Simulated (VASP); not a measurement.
# Fe (Pm-3m) in VASP: notebook

Runs on Fe. Level: r2SCAN. Tasks: single point.

All numbers are computed with VASP 6.6.1; they aren't measurements. Logs are shortened: lines on timing, memory, paths and dates and some standing lists are left out, and cuts for length are marked.

### 1 The cell of the first run

The structure is cubic, space group Pm-3m (No. 221). Conventional cell: a = 2.178 Å, b = 2.178 Å, c = 2.178 Å, α = 90.00°, β = 90.00°, γ = 90.00°. Within 2.9 Å of Fe (site symmetry m-3m) lie 6 Fe at 2.18 Å.

### 2 Single point, r2SCAN (volume scaled by 0.92)

Input file POSCAR:

```
Fe
1.0
    2.1777971002      0.0000000000      0.0000000000
    0.0000000000      2.1777971002      0.0000000000
    0.0000000000      0.0000000000      2.1777971002
Fe
1
Direct
    0.0000000000      0.0000000000      0.0000000000
```

Input file INCAR.step1:

```
PREC = Accurate
ENCUT = 520
ISMEAR = -1
SIGMA = 0.1
LREAL = False
LASPH = True
NELM = 80
NBANDS = 10
GGA = PE
ALGO = Normal
EDIFF = 1E-4
LWAVE = True
LCHARG = False
```

Input file INCAR.step2:

```
PREC = Accurate
ENCUT = 520
EDIFF = 1E-6
ISMEAR = -1
SIGMA = 0.1
LREAL = False
LASPH = True
NELM = 80
ALGO = Normal
ISIF = 2
LWAVE = False
LCHARG = False
METAGGA = R2SCAN
LMIXTAU = True
NBANDS = 10
ISTART = 1
```

Input file KPOINTS:

```
Automatic mesh
0
Gamma
  16 16 16
```

Potentials or basis: VASP PAW PBE potentials, release 64 (Fe).

Launch:

```bash
> cat potpaw_PBE.64/Fe/POTCAR > POTCAR
> cp INCAR.step1 INCAR
> mpirun -np 1 vasp_std > vasp.out
> cp INCAR.step2 INCAR
> mpirun -np 1 vasp_std > vasp.out
```

OUTCAR:

```text
PREC = Accurate
   ENCUT = 520
   EDIFF = 1E-6
   ISMEAR = -1
   LREAL = False
   LASPH = True
   NELM = 80
   ISIF = 2
   METAGGA = R2SCAN
   ISTART = 1

 ion  position               nearest neighbor table
   1  0.000  0.000  0.000-

  LATTYP: Found a simple cubic cell.
 ALAT       =     2.1777971002

  Lattice vectors:

 A1 = (   2.1777971002,   0.0000000000,   0.0000000000)
 A2 = (   0.0000000000,   2.1777971002,   0.0000000000)
 A3 = (   0.0000000000,   0.0000000000,   2.1777971002)

Analysis of symmetry for initial positions (statically):
=====================================================================
 Subroutine PRICEL returns:
 Original cell was already a primitive cell.

 Routine SETGRP: Setting up the symmetry group for a
 simple cubic supercell.

 Subroutine GETGRP returns: Found 48 space group operations
 (whereof 48 operations were pure point group operations)
 out of a pool of 48 trial point group operations.

The static configuration has the point symmetry O_h .

Analysis of symmetry for dynamics (positions and initial velocities):
=====================================================================
 Subroutine PRICEL returns:
 Original cell was already a primitive cell.

 Routine SETGRP: Setting up the symmetry group for a
 simple cubic supercell.

 Subroutine GETGRP returns: Found 48 space group operations
 (whereof 48 operations were pure point group operations)
 out of a pool of 48 trial point group operations.

The dynamic configuration has the point symmetry O_h .

 Subroutine INISYM returns: Found 48 space group operations
 (whereof 48 operations are pure point group operations),
 and found     1 'primitive' translations

----------------------------------------------------------------------------------------

                                     Primitive cell

  volume of cell :      10.3289

  direct lattice vectors                    reciprocal lattice vectors
     2.177797100  0.000000000  0.000000000     0.459179599  0.000000000  0.000000000
     0.000000000  2.177797100  0.000000000     0.000000000  0.459179599  0.000000000
     0.000000000  0.000000000  2.177797100     0.000000000  0.000000000  0.459179599

  length of vectors
     2.177797100  2.177797100  2.177797100     0.459179599  0.459179599  0.459179599

  position of ions in fractional coordinates (direct lattice)
[... 74 lines left out ...]
   LASPH  =      T    aspherical Exc in radial PAW
   ENCUT  =  520.0 eV  38.22 Ry    6.18 a.u.   4.05  4.05  4.05*2*pi/ulx,y,z
   NELM   =     80;   NELMIN=  2; NELMDL=  0     # of ELM steps
   EDIFF  = 0.1E-05   stopping-criterion for ELM
   LREAL  =      F    real-space projection
   EDIFFG = 0.1E-04   stopping-criterion for IOM
   NSW    =      0    number of steps for IOM
   IBRION =     -1    ionic relax: 0-MD 1-quasi-New 2-CG
   NFREE  =      0    steps in history (QN), initial steepest desc. (CG)
   ISIF   =      2    stress and relaxation
   ISYM   =      2    0-nonsym 1-usesym 2-fastsym
   POTIM  = 0.5000    time-step for ionic-motion
   TEBEG  =    0.0;   TEEND  =   0.0 temperature during run
   PSTRESS=    0.0 pullay stress
   NELECT =       8.0000    total number of electrons
   NUPDOWN=      -1.0000    fix difference up-down
   EMIN   =  10.00;   EMAX   =-10.00  energy-range for DOS
   EFERMI =   0.00;   METHOD = LEGACY
   ISMEAR =    -1;   SIGMA  =   0.10  broadening in eV -4-tet -1-fermi 0-gaus
   EFERMI_NEDOS =   21; number of points for ismear=-14 and -15
   IALGO  =     38    algorithm
   IMIX   =      4    mixing-type and parameters
     AMIX     =   0.40;   BMIX     =  1.00
     AMIX_MAG =   1.60;   BMIX_MAG =  1.00
  volume/ion in A,a.u.               =      10.33        69.70
  Fermi-wavevector in a.u.,A,eV,Ry     =   1.503445  2.841098 30.753867  2.260345
  Thomas-Fermi vector in A             =   2.614554
   LORBIT       =      0    0 simple, 1 ext, 2 COOP (PROOUT), +10 PAW based schemes
   METAGGA = R2SCAN    functional components
   LHFCALC =     F    Hartree Fock is set to
   AEXX    =    0.0000 exact exchange contribution
   IVDW    =     0    specifies the selected vdW correction
   LEPSILON=     F    determine dielectric tensor
   LRPA    =     F    only Hartree local field effects (RPA)
 non-spin polarized calculation
  energy-cutoff  :      520.00
  volume of cell :       10.33
 maximum number of plane-waves:       292
   NGX =  9   NGY =  9   NGZ =  9

 number of electron       7.9999987 magnetization

 Free energy of the ion-electron system (eV)
  ---------------------------------------------------
  ext. energy  EPLUGINS =         0.00000000
  ---------------------------------------------------
  free energy    TOTEN  =       -12.59504297 eV

  energy without entropy =      -12.53299831  energy(sigma->0) =      -12.56402064

 E-fermi :   7.0693     XC(G=0): -14.7307

 val. band max:        7.0643587007   @ k =   0.2500   0.2500   0.1250
 cond. band min:       7.1009018664   @ k =   0.4375   0.2500   0.1875
 fundamental gap:      0.0365431657
 Fermi energy:         7.0693048382

 k-point     1 :       0.0000    0.0000    0.0000
  band No.  band energies     occupation
      1      -2.3952      2.00000
      2       2.3251      2.00000
      3       2.3251      2.00000
      4       8.2727      0.00001
      5       8.2727      0.00001
      6       8.2727      0.00001
      7      30.6063      0.00000
      8      30.6063      0.00000
      9      30.6063      0.00000
     10      34.7039      0.00000
[... 287 lines left out ...]
 k-point    24 :       0.5000    0.1250    0.0000
  band No.  band energies     occupation
      1       2.9349      2.00000
      2       3.6097      2.00000
      3       3.9753      2.00000
      4       6.3789      1.99799
      5       7.9755      0.00023
      6       8.1754      0.00003
      7      13.9974      0.00000
      8      31.2023      0.00000
      9      36.0868      0.00000
     10      36.5889      0.00000

 [... further k-points ...]
[... 5 lines left out ...]
  --------------------------------------------------------------------------------------
  -------------------------------------------------------------------------------------
  Total        1.5041595      1.5041595      1.5041595      0.0000000      0.0000000      0.0000000
  in kB      233.3201401    233.3201401    233.3201401      0.0000000      0.0000000      0.0000000
  external PRESSURE =     233.3201401 kB  Pullay stress =       0.0000000 kB

 VOLUME and BASIS-vectors are now :
 -----------------------------------------------------------------------------
  energy-cutoff  :      520.00
  volume of cell :       10.33
      direct lattice vectors                 reciprocal lattice vectors
     2.177797100  0.000000000  0.000000000     0.459179599  0.000000000  0.000000000
     0.000000000  2.177797100  0.000000000     0.000000000  0.459179599  0.000000000
     0.000000000  0.000000000  2.177797100     0.000000000  0.000000000  0.459179599

 POSITION                                       TOTAL-FORCE (eV/Angst)
 -----------------------------------------------------------------------------------
      0.00000      0.00000      0.00000         0.000000      0.000000      0.000000
 -----------------------------------------------------------------------------------
    total drift:                                0.000000     -0.000000      0.000000

  FREE ENERGIE OF THE ION-ELECTRON SYSTEM (eV)
  ---------------------------------------------------
  free  energy   TOTEN  =       -12.5950429713 eV

  energy  without entropy=      -12.5329983121  energy(sigma->0) =      -12.56402064
```

OUTCAR.step1:

```text
PREC = Accurate
   ENCUT = 520
   ISMEAR = -1
   LREAL = False
   LASPH = True
   NELM = 80
[... 526 lines left out ...]
 POSITION                                       TOTAL-FORCE (eV/Angst)
 -----------------------------------------------------------------------------------
      0.00000      0.00000      0.00000         0.000000      0.000000      0.000000
 -----------------------------------------------------------------------------------
    total drift:                                0.000000     -0.000000      0.000000

  FREE ENERGIE OF THE ION-ELECTRON SYSTEM (eV)
  ---------------------------------------------------
  free  energy   TOTEN  =        -7.0731442633 eV

  energy  without entropy=       -7.0094109079  energy(sigma->0) =       -7.04127759
```

OSZICAR.step1:

```text
N       E                     dE             d eps       ncg     rms          rms(c)
DAV:   1     0.190379842668E+02    0.19038E+02   -0.44594E+03  3468   0.107E+03
DAV:   2    -0.747175103152E+01   -0.26510E+02   -0.25260E+02  3316   0.135E+02
DAV:   3    -0.797513865574E+01   -0.50339E+00   -0.49955E+00  3802   0.236E+01
DAV:   4    -0.797735014942E+01   -0.22115E-02   -0.22111E-02  3686   0.141E+00
DAV:   5    -0.797736505625E+01   -0.14907E-04   -0.14906E-04  3554   0.111E-01    0.109E+01
DAV:   6    -0.714278070967E+01    0.83458E+00   -0.68045E+00  3588   0.402E+01    0.168E+00
DAV:   7    -0.708690030345E+01    0.55880E-01   -0.29269E-01  3628   0.865E+00    0.132E+00
DAV:   8    -0.707401088105E+01    0.12889E-01   -0.86768E-03  4736   0.668E-01    0.347E-01
DAV:   9    -0.707318597088E+01    0.82491E-03   -0.85598E-04  4178   0.227E-01    0.652E-02
DAV:  10    -0.707314426333E+01    0.41708E-04   -0.17102E-05  1812   0.328E-02
   1 F= -.70731443E+01 E0= -.70412776E+01  d E =-.637334E-01
```

Wall time 11 s (1 thread of Intel Xeon 6975P-C (Granite Rapids), shared host); peak memory 0.12 GiB.

What came out:

| Quantity | Value |
| --- | --- |
| Free energy | -12.5950 eV |
| Pressure | 23.3 GPa |
| Band gap on the k mesh | zero (band 4 reaches 9.58 eV, above the bottom of band 5 at 6.22 eV) |

Levels at points of the mesh, in eV from the Fermi level:
```
           k point  band 1  band 2  band 3  band 4  band 5  band 6  band 7  band 8  band 9
(0.00, 0.00, 0.00)   -9.46   -4.74   -4.74    1.20    1.20    1.20   23.54   23.54   23.54
(0.50, 0.00, 0.00)   -4.53   -3.95   -1.63   -0.75   -0.75    1.38    6.91   26.33   31.06
(0.50, 0.50, 0.00)   -6.03   -3.13   -0.33   -0.33    2.40    6.65    6.65   13.69   17.32
(0.50, 0.50, 0.50)   -4.30   -4.30   -4.30    2.51    2.51   13.72   15.95   15.95   15.95
```

Caveat: the PAW data sets were made with another functional, which shifts forces and pressure a little; the run has no spin polarisation, though such a crystal can be magnetic. Spin polarisation is off, so any magnetic state and its effect on volume and gap are missing.

### 3 Single point, r2SCAN (volume scaled by 0.96)

Input file POSCAR:

```
Fe
1.0
    2.2089126913      0.0000000000      0.0000000000
    0.0000000000      2.2089126913      0.0000000000
    0.0000000000      0.0000000000      2.2089126913
Fe
1
Direct
    0.0000000000      0.0000000000      0.0000000000
```

Input file INCAR.step1:

```
PREC = Accurate
ENCUT = 520
ISMEAR = -1
SIGMA = 0.1
LREAL = F
LASPH = T
NELM = 60
NBANDS = 10
GGA = PE
ALGO = Normal
EDIFF = 1E-4
LWAVE = T
LCHARG = F
```

Input file INCAR.step2:

```
PREC = Accurate
ENCUT = 520
EDIFF = 1E-7
ISMEAR = -1
SIGMA = 0.1
LREAL = F
LASPH = T
NELM = 60
ALGO = Normal
ISIF = 2
LWAVE = F
LCHARG = T
METAGGA = R2SCAN
LMIXTAU = T
LELF = T
LVHAR = T
NBANDS = 10
ISTART = 1
```

Input file KPOINTS:

```
regular mesh
0
Gamma
  16 16 16
```

Potentials or basis: VASP PAW PBE potentials, release 64 (Fe).

Launch:

```bash
> cat potpaw_PBE.64/Fe/POTCAR > POTCAR
> cp INCAR.step1 INCAR
> mpirun -np 1 vasp_std > vasp.out
> cp INCAR.step2 INCAR
> mpirun -np 1 vasp_std > vasp.out
```

Run time: 14 s. Hardware: 1 thread of Intel Xeon 6975P-C (Granite Rapids), shared host; peak memory 0.13 GiB.

The run converged. Its results:

```yaml
Free_energy: -12.6422 eV
Pressure: 10.7 GPa
Band_gap_on_the_k_mesh: zero (band 4 reaches 8.93 eV, above the bottom of band 5 at 5.79 eV)
```

Levels at points of the mesh, in eV from the Fermi level:
```tsv
k point	band 1	band 2	band 3	band 4	band 5	band 6	band 7	band 8	band 9
(0.00, 0.00, 0.00)	-9.20	-4.48	-4.48	1.13	1.13	1.13	22.93	22.93	22.93
(0.50, 0.00, 0.00)	-4.37	-3.73	-1.54	-0.69	-0.69	1.30	6.55	25.92	30.33
(0.50, 0.50, 0.00)	-5.66	-2.99	-0.31	-0.31	2.25	6.44	6.44	13.35	16.53
(0.50, 0.50, 0.50)	-4.03	-4.03	-4.03	2.35	2.35	13.68	15.33	15.33	15.33
```

Caveat: the PAW data sets were made with another functional, which shifts forces and pressure a little; the run has no spin polarisation, though such a crystal can be magnetic. Spin polarisation is off, so any magnetic state and its effect on volume and gap are missing.

[end of part 1 of 2]
